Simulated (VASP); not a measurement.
# C (Fd-3m) in VASP: a series of runs, part 2 of 2

VASP 6.6.1. Earlier steps stand in the parts before.

## (4) Single point, PBEsol+D4

This run uses another cell than the first one, of 5.79 Å³/atom, 1.041 times its volume.

The input, INCAR:

```
SYSTEM = C
PREC = Accurate ; ENCUT = 520
EDIFF = 1E-6 ; ISMEAR = -1
SIGMA = 0.05 ; LREAL = .False.
LASPH = .True. ; NELM = 80
ALGO = Normal ; ISIF = 2
LWAVE = .False. ; LCHARG = .False.
GGA = PS ; IVDW = 13
NBANDS = 11
```

The input, KPOINTS:

```
Automatic mesh
0
Gamma
  13 13 13
  0 0 0
```

The input, POSCAR:

```
C
1.0
    0.0000000000      1.7951807415      1.7951807415
    1.7951807415      0.0000000000      1.7951807415
    1.7951807415      1.7951807415      0.0000000000
C
2
Direct
    0.7500000000      0.7500000000      0.7500000000
    0.5000000000      0.5000000000      0.5000000000
```

Potentials or basis: VASP PAW PBE potentials, release 64 (C).

Launch:

```bash
> cat potpaw_PBE.64/C/POTCAR > POTCAR
> mpirun -np 1 vasp_std > vasp.out
```

OUTCAR:

```text
SYSTEM = C
   PREC = Accurate
   ENCUT = 520
   EDIFF = 1E-6
   ISMEAR = -1
   LREAL = .False.
   LASPH = .True.
   NELM = 80
   ISIF = 2
   GGA = PS
   IVDW = 13

 ion  position               nearest neighbor table
   1  0.750  0.750  0.750-   2 1.55   2 1.55   2 1.55   2 1.55
   2  0.500  0.500  0.500-   1 1.55   1 1.55   1 1.55   1 1.55

  LATTYP: Found a face centered cubic cell.
 ALAT       =     3.5903614830

  Lattice vectors:

 A1 = (   0.0000000000,   1.7951807415,   1.7951807415)
 A2 = (   1.7951807415,   0.0000000000,   1.7951807415)
 A3 = (   1.7951807415,   1.7951807415,   0.0000000000)

Analysis of symmetry for initial positions (statically):
=====================================================================
 Subroutine PRICEL returns:
 Original cell was already a primitive cell.

 Routine SETGRP: Setting up the symmetry group for a
 face centered cubic supercell.

 Subroutine GETGRP returns: Found 48 space group operations
 (whereof 24 operations were pure point group operations)
 out of a pool of 48 trial point group operations.

The static configuration has the point symmetry T_d .
 The point group associated with its full space group is O_h .

Analysis of symmetry for dynamics (positions and initial velocities):
=====================================================================
 Subroutine PRICEL returns:
 Original cell was already a primitive cell.

 Routine SETGRP: Setting up the symmetry group for a
 face centered cubic supercell.

 Subroutine GETGRP returns: Found 48 space group operations
 (whereof 24 operations were pure point group operations)
 out of a pool of 48 trial point group operations.

The dynamic configuration has the point symmetry T_d .
 The point group associated with its full space group is O_h .

 Subroutine INISYM returns: Found 48 space group operations
 (whereof 24 operations are pure point group operations),
 and found     1 'primitive' translations

----------------------------------------------------------------------------------------

                                     Primitive cell

  volume of cell :      11.5706

  direct lattice vectors                    reciprocal lattice vectors
     0.000000000  1.795180742  1.795180742    -0.278523487  0.278523487  0.278523487
     1.795180742  0.000000000  1.795180742     0.278523487 -0.278523487  0.278523487
     1.795180742  1.795180742  0.000000000     0.278523487  0.278523487 -0.278523487

  length of vectors
     2.538768952  2.538768952  2.538768952     0.482416831  0.482416831  0.482416831

  position of ions in fractional coordinates (direct lattice)
     0.750000000  0.750000000  0.750000000
     0.500000000  0.500000000  0.500000000

  ion indices of the primitive-cell ions
   primitive index   ion index
                 1           1
                 2           2

----------------------------------------------------------------------------------------

 KPOINTS: Automatic mesh

Automatic generation of k-mesh.
 Grid dimensions read from file:
 generate k-points for:   13   13   13

 Generating k-lattice:

  Cartesian coordinates                     Fractional coordinates (reciprocal lattice)
    -0.021424884  0.021424884  0.021424884     0.076923077  0.000000000  0.000000000
[... 39 lines left out ...]
  0.461538  0.153846  0.000000     24.000000
 [... further k-points ...]
   k-points           NKPTS =     84   k-points in BZ     NKDIM =     84   number of bands    NBANDS=     11
   number of dos      NEDOS =    301   number of ions     NIONS =      2
   total plane-waves  NPLWV =   8000
   dimension x,y,z NGX =    20 NGY =   20 NGZ =   20
   dimension x,y,z NGXF=    40 NGYF=   40 NGZF=   40
   ions per type =               2
   NGX,Y,Z   is equivalent  to a cutoff of  13.10, 13.10, 13.10 a.u.
   NGXF,Y,Z  is equivalent  to a cutoff of  26.19, 26.19, 26.19 a.u.
 SYSTEM =  C
   PREC   = accura    normal or accurate (medium, high low for compatibility)
   ISTART =      0    job   : 0-new  1-cont  2-samecut
   ICHARG =      2    charge: 1-file 2-atom 10-const
   ISPIN  =      1    spin polarized calculation?
   LNONCOLLINEAR =      F non collinear calculations
   LSORBIT =      F    spin-orbit coupling
   LASPH  =      T    aspherical Exc in radial PAW
   ENCUT  =  520.0 eV  38.22 Ry    6.18 a.u.   4.72  4.72  4.72*2*pi/ulx,y,z
   NELM   =     80;   NELMIN=  2; NELMDL= -5     # of ELM steps
   EDIFF  = 0.1E-05   stopping-criterion for ELM
   LREAL  =      F    real-space projection
   EDIFFG = 0.1E-04   stopping-criterion for IOM
   NSW    =      0    number of steps for IOM
   IBRION =     -1    ionic relax: 0-MD 1-quasi-New 2-CG
   NFREE  =      0    steps in history (QN), initial steepest desc. (CG)
   ISIF   =      2    stress and relaxation
   ISYM   =      2    0-nonsym 1-usesym 2-fastsym
   POTIM  = 0.5000    time-step for ionic-motion
   TEBEG  =    0.0;   TEEND  =   0.0 temperature during run
   PSTRESS=    0.0 pullay stress
   NELECT =       8.0000    total number of electrons
   NUPDOWN=      -1.0000    fix difference up-down
   EMIN   =  10.00;   EMAX   =-10.00  energy-range for DOS
   EFERMI =   0.00;   METHOD = LEGACY
   ISMEAR =    -1;   SIGMA  =   0.05  broadening in eV -4-tet -1-fermi 0-gaus
   EFERMI_NEDOS =   21; number of points for ismear=-14 and -15
   IALGO  =     38    algorithm
   IMIX   =      4    mixing-type and parameters
     AMIX     =   0.40;   BMIX     =  1.00
     AMIX_MAG =   1.60;   BMIX_MAG =  1.00
  volume/ion in A,a.u.               =       5.79        39.04
  Fermi-wavevector in a.u.,A,eV,Ry     =   1.447616  2.735597 28.512253  2.095592
  Thomas-Fermi vector in A             =   2.565550
   LORBIT       =      0    0 simple, 1 ext, 2 COOP (PROOUT), +10 PAW based schemes
   GGA     = PS    functional components
   LHFCALC =     F    Hartree Fock is set to
   AEXX    =    0.0000 exact exchange contribution
   IVDW    =    13    specifies the selected vdW correction
   LEPSILON=     F    determine dielectric tensor
   LRPA    =     F    only Hartree local field effects (RPA)
 non-spin polarized calculation
  energy-cutoff  :      520.00
  volume of cell :       11.57
 maximum number of plane-waves:       331
   NGX =  9   NGY =  9   NGZ =  9

 number of electron       8.0000000 magnetization

 Free energy of the ion-electron system (eV)
  ---------------------------------------------------
  ext. energy  EPLUGINS =         0.00000000
  ---------------------------------------------------
  free energy    TOTEN  =       -19.23785971 eV

  energy without entropy =      -19.23785971  energy(sigma->0) =      -19.23785971

 E-fermi :  10.3960     XC(G=0): -13.3354

 val. band max:        9.4251270976   @ k =   0.0000   0.0000   0.0000
 cond. band min:      13.3938542809   @ k =   0.3846   0.3846   0.0000
 fundamental gap:      3.9687271832
 Fermi energy:        10.3959552338

 k-point     1 :       0.0000    0.0000    0.0000
  band No.  band energies     occupation
      1     -11.8324      2.00000
      2       9.4251      2.00000
      3       9.4251      2.00000
      4       9.4251      2.00000
      5      14.9101      0.00000
      6      14.9101      0.00000
      7      14.9101      0.00000
      8      22.3458      0.00000
      9      28.1293      0.00000
     10      35.6740      0.00000
     11      35.6740      0.00000
[... 309 lines left out ...]
 k-point    24 :       0.4615    0.1538    0.0000
  band No.  band energies     occupation
      1      -6.8715      2.00000
      2      -1.7047      2.00000
      3       5.0391      2.00000
      4       5.5741      2.00000
      5      16.3241      0.00000
      6      19.8188      0.00000
      7      20.0529      0.00000
      8      23.0228      0.00000
      9      29.5616      0.00000
     10      32.2188      0.00000
     11      36.0448      0.00000

 [... further k-points ...]

------------------------ aborting loop because EDIFF is reached ----------------------------------------

  DFT-D4 for vdW energy calculation

  Edisp (eV):   -0.23357

  FORCE on cell =-STRESS in cart. coord.  units (eV):
  Direction    XX          YY          ZZ          XY          YZ          ZX
  --------------------------------------------------------------------------------------
  -------------------------------------------------------------------------------------
  Total      -1.08491    -1.08491    -1.08491    -0.00000     0.00000    -0.00000
  in kB    -150.22781  -150.22781  -150.22781    -0.00000     0.00000    -0.00000
  external pressure =     -150.23 kB  Pullay stress =        0.00 kB

 VOLUME and BASIS-vectors are now :
 -----------------------------------------------------------------------------
  energy-cutoff  :      520.00
  volume of cell :       11.57
      direct lattice vectors                 reciprocal lattice vectors
     0.000000000  1.795180742  1.795180742    -0.278523487  0.278523487  0.278523487
     1.795180742  0.000000000  1.795180742     0.278523487 -0.278523487  0.278523487
     1.795180742  1.795180742  0.000000000     0.278523487  0.278523487 -0.278523487

 POSITION                                       TOTAL-FORCE (eV/Angst)
 -----------------------------------------------------------------------------------
      2.69277      2.69277      2.69277         0.000000     -0.000000      0.000000
      1.79518      1.79518      1.79518        -0.000000      0.000000     -0.000000
 -----------------------------------------------------------------------------------
    total drift:                                0.000000     -0.000000      0.000000

  FREE ENERGIE OF THE ION-ELECTRON SYSTEM (eV)
  ---------------------------------------------------
  free  energy   TOTEN  =       -19.4714332098 eV

  energy  without entropy=      -19.4714332098  energy(sigma->0) =      -19.47143321
```

It took 7 s on 1 thread of AMD EPYC 9R45 (Zen 5), shared host; peak memory 0.09 GiB.

What came out:

```
Free energy                : -19.4714 eV
Pressure                   : -15.0 GPa
Band gap on the k mesh     : 3.97 eV, indirect (least direct gap 5.49 eV)
Dispersion energy per atom : -0.117 eV
```

Caveat: the PAW data sets were made with another functional, which shifts forces and pressure a little.

## (5) Single point, PBEsol+D4

This run uses another cell than the first one, of 5.90 Å³/atom, 1.061 times its volume.

The input, INCAR:

```
SYSTEM = C
ALGO = Normal ; EDIFF = 1E-7
ENCUT = 520 ; GGA = PS
ISIF = 2 ; ISMEAR = -1
IVDW = 13 ; LASPH = .True.
LCHARG = .True. ; LELF = .True.
LREAL = .False. ; LVHAR = .True.
LWAVE = .False. ; NBANDS = 11
NELM = 60 ; PREC = Accurate
SIGMA = 0.05
```

The input, KPOINTS:

```
k-points
0
Gamma
  13 13 13
  0 0 0
```

The input, POSCAR:

```
C
1.0
    0.0000000000      1.8068380860      1.8068380860
    1.8068380860      0.0000000000      1.8068380860
    1.8068380860      1.8068380860      0.0000000000
C
2
Direct
    0.7500000000      0.7500000000      0.7500000000
    0.5000000000      0.5000000000      0.5000000000
```

Launch:

```bash
> cat potpaw_PBE.64/C/POTCAR > POTCAR
> mpirun -np 1 vasp_std > vasp.out
```

It took 7.5 s on 1 thread of AMD EPYC 9R45 (Zen 5), shared host; peak memory 0.09 GiB.

Results (log left out):

| Item | Value |
| --- | --- |
| Free energy | -19.4451 eV |
| Pressure | -22.5 GPa |
| Band gap on the k mesh | 3.93 eV, indirect (least direct gap 5.43 eV) |
| Dispersion energy per atom | -0.115 eV |

Levels at points of the mesh, in eV from the valence-band top:
| k point | band 2 | band 3 | band 4 | band 5 | band 6 | band 7 |
| --- | --- | --- | --- | --- | --- | --- |
| (0.00, 0.00, 0.00) | 0.00 | 0.00 | 0.00 | 5.43 | 5.43 | 5.43 |

Caveat: the PAW data sets were made with another functional, which shifts forces and pressure a little. A hybrid or GW would open this gap; PBEsol tends to underestimate it.

## (6) Overview

```csv
cell,gap on the mesh (eV),pressure (GPa)
"a = 2.505 Å, angles 60.0°, 2 atoms",4.06,2.3
"a = 2.522 Å, angles 60.0°, 2 atoms",4.01,-6.8
"a = 2.539 Å, angles 60.0°, 2 atoms",3.97,-15.0
"a = 2.555 Å, angles 60.0°, 2 atoms",3.93,-22.5
```

Alike in all rows: task single point; level PBEsol+D4; potentials or basis VASP PAW PBE potentials, release 64 (C); no spin polarisation; k mesh 13 × 13 × 13; cutoff (eV) 520; smearing fermi-dirac 0.05 eV.

Caveats: the PAW data sets were made with another functional, which shifts forces and pressure a little.

Total energies depend on the potentials used, so only differences within one code and one set of settings carry meaning.
